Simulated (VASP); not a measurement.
# ZrAl3B3N (P3m1) in VASP: relaxation of cell and atoms with PBE

Aim: the relaxation of cell and atoms of ZrAl3B3N with PBE.

Everything below comes from runs of VASP 6.6.1. Logs are shortened: lines on timing, memory, paths and dates and some standing lists are left out, and cuts for length are marked.

### 1 The cell of the first run

It takes space group P3m1 (No. 156, trigonal). The conventional cell has a = 3.100 Å, b = 3.100 Å, c = 11.200 Å, α = 90.00°, β = 90.00°, γ = 120.00°. Zr (site symmetry 3m) has 9 B at 2.31 to 2.49 Å and 6 Zr at 3.10 Å within 3.1 Å. Within 2.9 Å of Al (site symmetry 3m) lie 3 N at 2.17 Å and 6 B at 2.49 Å. Within 2.9 Å of Al (site symmetry 3m) lie 3 N at 2.17 Å. Within 3.1 Å of Al (site symmetry 3m) lie 3 B at 2.24 Å and 9 Al at 3.05 to 3.10 Å. B (site symmetry 3m) has 3 B at 1.79 Å and 3 Zr at 2.49 Å and 3 Al at 2.49 Å within 2.5 Å. Within 2.5 Å of B (site symmetry 3m) lie 3 B at 1.79 Å and 3 Zr at 2.49 Å and 3 Al at 2.49 Å. B (site symmetry 3m) has 3 Al at 2.24 Å and 3 Zr at 2.31 Å and 7 B at 3.10 to 3.19 Å within 3.2 Å. Within 3.1 Å of N (site symmetry 3m) lie 6 Al at 2.17 Å and 1 B at 2.97 Å and 6 N at 3.10 Å.

### 2 Relaxation of cell and atoms, PBE

INCAR

```
SYSTEM = ZrAl3B3N
  PREC = Accurate
  ENCUT = 600
  EDIFF = 1E-6
  ISMEAR = 0
  SIGMA = 0.15
  LREAL = .False.
  LASPH = .True.
  NELM = 80
  ALGO = Normal
  ISIF = 3
  LWAVE = .False.
  LCHARG = .False.
  GGA = PE
  IBRION = 2
  NSW = 36
  EDIFFG = -0.08
```

KPOINTS

```
Automatic mesh
0
Gamma
  4 4 1
  0 0 0
```

POSCAR

```
ZrAl3B3N
1.0
    3.1000000000      0.0000000000      0.0000000000
   -1.5500000000      2.6846787500      0.0000000000
    0.0000000000      0.0000000000     11.2000000000
Zr Al B N
1 3 3 1
Direct
    0.3333333300      0.6666666700      0.0000000000
    0.3333333300      0.6666666700      0.3100000000
    0.6666666700      0.3333333300      0.5300000000
    0.0000000000      0.0000000000      0.7500000000
    0.6666666700      0.3333333300      0.1550000000
    0.0000000000      0.0000000000      0.1550000000
    0.6666666700      0.3333333300      0.8700000000
    0.0000000000      0.0000000000      0.4200000000
```

Potentials or basis: VASP PAW PBE potentials, release 64 (Zr_sv, Al, B, N).

On the command line:

```bash
> cat potpaw_PBE.64/Zr_sv/POTCAR potpaw_PBE.64/Al/POTCAR potpaw_PBE.64/B/POTCAR potpaw_PBE.64/N/POTCAR > POTCAR
> mpirun -np 1 vasp_std > vasp.out
```

OUTCAR:

```text
SYSTEM = ZrAl3B3N
   PREC = Accurate
   ENCUT = 600
   EDIFF = 1E-6
   ISMEAR = 0
   LREAL = .False.
   LASPH = .True.
   NELM = 80
   ISIF = 3
   GGA = PE
   IBRION = 2
   NSW = 36
   EDIFFG = -0.08

 ion  position               nearest neighbor table
   1  0.333  0.667  0.000-   7 2.31   7 2.31   7 2.31   5 2.49   5 2.49   6 2.49   6 2.49   6 2.49
                             5 2.49   4 3.32   4 3.32   4 3.32   2 3.47
   2  0.333  0.667  0.310-   8 2.17   8 2.17   8 2.17   5 2.49   6 2.49   5 2.49   6 2.49   6 2.49
                             5 2.49   3 3.05   3 3.05   3 3.05   1 3.47
   3  0.667  0.333  0.530-   8 2.17   8 2.17   8 2.17   2 3.05   4 3.05   2 3.05   4 3.05   4 3.05
                             2 3.05
   4  0.000  0.000  0.750-   7 2.24   7 2.24   7 2.24   3 3.05   3 3.05   3 3.05   1 3.32   1 3.32
                             1 3.32
   5  0.667  0.333  0.155-   6 1.79   6 1.79   6 1.79   2 2.49   1 2.49   2 2.49   1 2.49   1 2.49
                             2 2.49
   6  0.000  0.000  0.155-   5 1.79   5 1.79   5 1.79   1 2.49   2 2.49   1 2.49   2 2.49   1 2.49
                             2 2.49
   7  0.667  0.333  0.870-   4 2.24   4 2.24   4 2.24   1 2.31   1 2.31   1 2.31
   8  0.000  0.000  0.420-   2 2.17   3 2.17   2 2.17   3 2.17   3 2.17   2 2.17

  LATTYP: Found a hexagonal cell.
 ALAT       =     3.1000000000
 C/A-ratio  =     3.6129032258

  Lattice vectors:

 A1 = (   3.1000000000,   0.0000000000,   0.0000000000)
 A2 = (  -1.5500000000,   2.6846787500,   0.0000000000)
 A3 = (   0.0000000000,   0.0000000000,  11.2000000000)

Analysis of symmetry for initial positions (statically):
=====================================================================
 Subroutine PRICEL returns:
 Original cell was already a primitive cell.

 Routine SETGRP: Setting up the symmetry group for a
 hexagonal supercell.

 Subroutine GETGRP returns: Found  6 space group operations
 (whereof  6 operations were pure point group operations)
 out of a pool of 24 trial point group operations.

The static configuration has the point symmetry C_3v.

Analysis of symmetry for dynamics (positions and initial velocities):
=====================================================================
 Subroutine PRICEL returns:
 Original cell was already a primitive cell.

 Routine SETGRP: Setting up the symmetry group for a
 hexagonal supercell.

 Subroutine GETGRP returns: Found  6 space group operations
 (whereof  6 operations were pure point group operations)
 out of a pool of 24 trial point group operations.

The dynamic configuration has the point symmetry C_3v.

 Subroutine INISYM returns: Found  6 space group operations
 (whereof  6 operations are pure point group operations),
[... 94 lines left out ...]
   ISYM   =      2    0-nonsym 1-usesym 2-fastsym
   POTIM  = 0.5000    time-step for ionic-motion
   TEBEG  =    0.0;   TEEND  =   0.0 temperature during run
   PSTRESS=    0.0 pullay stress
   NELECT =      35.0000    total number of electrons
   NUPDOWN=      -1.0000    fix difference up-down
   EMIN   =  10.00;   EMAX   =-10.00  energy-range for DOS
   EFERMI =   0.00;   METHOD = LEGACY
   ISMEAR =     0;   SIGMA  =   0.15  broadening in eV -4-tet -1-fermi 0-gaus
   EFERMI_NEDOS =   21; number of points for ismear=-14 and -15
   IALGO  =     38    algorithm
   IMIX   =      4    mixing-type and parameters
     AMIX     =   0.40;   BMIX     =  1.00
     AMIX_MAG =   1.60;   BMIX_MAG =  1.00
  volume/ion in A,a.u.               =      11.65        78.63
  Fermi-wavevector in a.u.,A,eV,Ry     =   1.181064  2.231888 18.978938  1.394913
  Thomas-Fermi vector in A             =   2.317345
   LORBIT       =      0    0 simple, 1 ext, 2 COOP (PROOUT), +10 PAW based schemes
   GGA     = PE    functional components
   LHFCALC =     F    Hartree Fock is set to
   AEXX    =    0.0000 exact exchange contribution
   IVDW    =     0    specifies the selected vdW correction
   LEPSILON=     F    determine dielectric tensor
   LRPA    =     F    only Hartree local field effects (RPA)
 conjugate gradient relaxation of ions
 non-spin polarized calculation
 Gauss-broadening in eV      SIGMA  =   0.15
  energy-cutoff  :      600.00
  volume of cell :       93.21
 maximum number of plane-waves:      3136
 NGX is ok and might be reduce to    28
   NGX = 13   NGY = 13   NGZ = 45

--------------------------------------- Ionic step        1  -------------------------------------------

 number of electron      34.9999999 magnetization

 Free energy of the ion-electron system (eV)
  ---------------------------------------------------
  ext. energy  EPLUGINS =         0.00000000
  ---------------------------------------------------
  free energy    TOTEN  =       -49.47298167 eV

  energy without entropy =      -49.37428785  energy(sigma->0) =      -49.42363476

------------------------ aborting loop because EDIFF is reached ----------------------------------------

  FORCE on cell =-STRESS in cart. coord.  units (eV):
  Direction    XX          YY          ZZ          XY          YZ          ZX
  --------------------------------------------------------------------------------------
  -------------------------------------------------------------------------------------
  Total       -0.6419705     -0.6419705     -2.2835163      0.0000000      0.0000000      0.0000000
  in kB      -11.0345238    -11.0345238    -39.2502702      0.0000000      0.0000000      0.0000000
  external PRESSURE =     -20.4397726 kB  Pullay stress =       0.0000000 kB
[... 107 lines left out ...]
  FREE ENERGIE OF THE ION-ELECTRON SYSTEM (eV)
  ---------------------------------------------------
  free  energy   TOTEN  =       -50.0269514535 eV

  energy  without entropy=      -50.0015573169  energy(sigma->0) =      -50.01425439

[... ionic steps 4 to 12 ...]

--------------------------------------- Ionic step       13  -------------------------------------------

 number of electron      35.0000000 magnetization

------------------------ aborting loop because EDIFF is reached ----------------------------------------
[... 79 lines left out ...]
--------------------------------------- Ionic step       15  -------------------------------------------

 number of electron      35.0000000 magnetization

 Free energy of the ion-electron system (eV)
  ---------------------------------------------------
  ext. energy  EPLUGINS =         0.00000000
  ---------------------------------------------------
  free energy    TOTEN  =       -50.33349601 eV

  energy without entropy =      -50.33341613  energy(sigma->0) =      -50.33345607

 E-fermi :   9.2464     XC(G=0): -11.3759

 val. band max:        8.8739391314   @ k =   0.5000   0.0000   0.0000
 cond. band min:       9.6338971439   @ k =   0.2500   0.2500   0.0000
 fundamental gap:      0.7599580125
 Fermi energy:         9.2464454931

 k-point     1 :       0.0000    0.0000    0.0000
  band No.  band energies     occupation
      1     -39.1672      2.00000
      2     -17.4821      2.00000
      3     -16.5860      2.00000
      4     -16.5860      2.00000
      5      -8.4505      2.00000
      6      -4.3353      2.00000
[... 124 lines left out ...]
  FREE ENERGIE OF THE ION-ELECTRON SYSTEM (eV)
  ---------------------------------------------------
  free  energy   TOTEN  =       -50.3334960058 eV

  energy  without entropy=      -50.3334161317  energy(sigma->0) =      -50.33345607

 reached required accuracy - stopping structural energy minimisation
```

OSZICAR:

```text
N       E                     dE             d eps       ncg     rms          rms(c)
DAV:   1     0.216100312587E+03    0.21610E+03   -0.17710E+04   176   0.161E+03
DAV:   2    -0.369039087736E+02   -0.25300E+03   -0.24711E+03   236   0.342E+02
DAV:   3    -0.558224935303E+02   -0.18919E+02   -0.18753E+02   276   0.842E+01
[... 141 lines left out ...]
DAV:   1    -0.503335505177E+02   -0.71330E-03   -0.44908E-02   176   0.147E+00    0.149E-01
DAV:   2    -0.503335303909E+02    0.20127E-04   -0.12636E-03   214   0.242E-01    0.549E-02
DAV:   3    -0.503334976926E+02    0.32698E-04   -0.17654E-04   202   0.910E-02    0.103E-02
DAV:   4    -0.503334959105E+02    0.17821E-05   -0.23888E-05   218   0.342E-02    0.644E-03
DAV:   5    -0.503334960058E+02   -0.95242E-07   -0.96748E-06   244   0.163E-02
  15 F= -.50333496E+02 E0= -.50333456E+02  d E =-.658274E-03
```

CONTCAR:

```text
ZrAl3B3N
   1.00000000000000
     3.0210096193624736    0.0000000000000000    0.0000000000000000
    -1.5105048096812368    2.6162710738436412   -0.0000000000000000
    -0.0000000000000000   -0.0000000000000000   11.3848954207037369
  Zr              Al              B               N
     1     3     3     1
Direct
     0.3333333300000021    0.6666666699999979    0.0114121751538267
     0.3333333300000021    0.6666666699999979    0.3111116107539877
     0.6666666699999979    0.3333333300000021    0.5229668380164602
     0.0000000000000000    0.0000000000000000    0.7369752817618235
     0.6666666699999979    0.3333333300000021    0.1763128975288164
     0.0000000000000000    0.0000000000000000    0.1630970409414733
     0.6666666699999979    0.3333333300000021    0.8484042828107151
     0.0000000000000000    0.0000000000000000    0.4197198730329020

  0.00000000E+00  0.00000000E+00  0.00000000E+00
  0.00000000E+00  0.00000000E+00  0.00000000E+00
  0.00000000E+00  0.00000000E+00  0.00000000E+00
  0.00000000E+00  0.00000000E+00  0.00000000E+00
  0.00000000E+00  0.00000000E+00  0.00000000E+00
  0.00000000E+00  0.00000000E+00  0.00000000E+00
  0.00000000E+00  0.00000000E+00  0.00000000E+00
  0.00000000E+00  0.00000000E+00  0.00000000E+00
```

Run time: 4.9 min. Hardware: 1 thread of Intel Xeon 8259CL, shared host; peak memory 0.27 GiB.

Results:

```yaml
Free_energy: -50.3335 eV
Relaxed_volume: 11.25 Å³/atom
Relaxed_cell: a = 3.021 Å, b = 3.021 Å, c = 11.385 Å, α = 90.00°, β = 90.00°, γ = 120.00°
Space_group_after_relaxing_to_0.1_Å: P3m1 (No. 156)
Energy_gained_by_relaxing: 107.6 meV/atom
Ionic_steps: 15
Pressure_after_relaxing: 0.1 GPa
Largest_force_after_relaxing: 0.039 eV/Å
Band_gap_on_the_k_mesh: zero (an odd number of electrons rules out a gap without spin polarisation)
```

Forces on the atoms (eV/Å):
```
Zr   0.000  0.000  0.020
Al   0.000  0.000  0.027
Al   0.000  0.000 -0.039
Al   0.000  0.000 -0.032
B    0.000  0.000  0.020
B    0.000  0.000  0.002
B    0.000  0.000  0.027
N    0.000  0.000 -0.027
```

Step by step:
```tsv
step	energy change (eV)	largest force (eV/Å)	pressure (GPa)	volume (Å³)
1	0.0000	3.0681	-2.04	93.21
2	-0.5272	1.0303	0.02	91.22
3	-0.5540	0.7981	0.87	90.77
4	-0.5546	0.8721	1.03	90.69
5	-0.6269	0.8300	-0.84	91.44
6	-0.6616	0.9113	-3.27	92.52
7	-0.7052	0.9504	-2.94	92.18
8	-0.7838	0.9858	-1.80	91.16
9	-0.8177	0.6900	-0.87	90.61
10	-0.8466	0.3434	1.26	89.44
11	-0.8552	0.2185	0.45	89.81
12	-0.8576	0.1118	-0.25	90.15
13	-0.8590	0.0897	-0.10	90.06
14	-0.8599	0.0883	0.16	89.92
15	-0.8605	0.0386	0.07	89.98
```

Final structure:
```
Zr Al B N
1.0
     3.02101    0.00000    0.00000
    -1.51050    2.61627    0.00000
     0.00000    0.00000   11.38490
Zr Al B N
1 3 3 1
Direct
  0.33333 0.66667 0.01141
  0.33333 0.66667 0.31111
  0.66667 0.33333 0.52297
  0.00000 0.00000 0.73698
  0.66667 0.33333 0.17631
  0.00000 0.00000 0.16310
  0.66667 0.33333 0.84840
  0.00000 0.00000 0.41972
```

Levels at points of the mesh, in eV from the Fermi level:
```tsv
k point	band 14	band 15	band 16	band 17	band 18	band 19	band 20	band 21
(0.00, 0.00, 0.00)	-1.39	-1.39	-0.46	1.54	1.54	1.61	2.49	2.49
(0.50, 0.00, 0.00)	-3.76	-3.43	-2.55	-1.64	-0.37	0.64	0.70	2.01
```

Caveat: the k points lie up to 0.60 Å⁻¹ apart in the final cell, too coarse for converged energies and pressures of a metal; the relaxation stopped at a loose force limit of 0.08 eV/Å, so its end isn't a converged minimum.
